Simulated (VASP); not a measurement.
Runs of VASP 6.6.1 on Ni. It takes space group Fm-3m (No. 225, cubic). The conventional cell has a = 3.535 Å, b = 3.535 Å, c = 3.535 Å, α = 90.00°, β = 90.00°, γ = 90.00°. Ni (site symmetry m-3m) has 12 Ni at 2.50 Å within 3.3 Å. 

| fixed moment (μB) | pressure (GPa) | moment (μB) |
| --- | --- | --- |
| 1.17 | -13.1 | 1.17 |
| 0.94 | -16.1 | 0.94 |
| - | -18.8 | 0.59 |
| 1.41 | -9.1 | 1.41 |
| 1.88 | (b) | 1.88 |
| 0.23 | (a) | 0.23 |
| 1.64 | -4.1 | 1.64 |

Alike in all rows: task single point; level LDA; potentials or basis VASP PAW LDA potentials, release 64 (Ni); spin collinear, ferromagnetic start; cell as given; k mesh 15 × 15 × 15; cutoff (eV) 520; smearing fermi-dirac 0.1 eV.

Problem. Estimate the missing entries.

Solution. (a) -19.5; (b) 2.5.

Caveats: the cell stands under tension (at least some runs); the total moment is fixed, so each spin has its own Fermi level (at least some runs).
